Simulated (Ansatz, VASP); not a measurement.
One calculation of MnSi, two programs

```
Mn Si
1.0
     0.00000    2.45437    2.45437
     2.45437    0.00000    2.45437
     2.45437    2.45437    0.00000
Mn Si
1 1
Direct
  0.00000 0.00000 0.00000
  0.50000 0.50000 0.50000
```

Change from the starting cell: volume scaled by 1.04, PAW files.

Alike in both runs: task electric field gradients; functional PBE; k mesh 15 × 15 × 15; occupations fermi-dirac, width 0.05 eV; collinear spin.

|  | VASP | Ansatz |
| --- | --- | --- |
| version | VASP 6.6.1 | Ansatz 0.2.0 |
| potentials or method | VASP PAW PBE potentials, release 64 (Mn_pv, Si) | PAW with Ansatz's default frozen-core files, scalar-relativistic |
| plane-wave cutoff (eV) | 520 | 420 |
| valence electrons in the cell | 17 | 19 |

Ansatz gave:

```
pressure (GPa)                                                : -3.1
net moment per atom (μB)                                      : 1.31
size of the moment on the site where the two differ most (μB) : 2.64
```

Question: Estimate VASP's values.

Answer: Pressure (GPa): -3.2; net moment per atom (μB): 1.31; size of the moment on the site where the two differ most (μB): 2.73.

Site moments also hang on the region over which each program counts them. The functional is the same, so the differences come from potentials, cutoffs and numerics. VASP's potentials hold 17 valence electrons a cell and Ansatz's 19, so a difference there can come from the potentials and not from the codes.
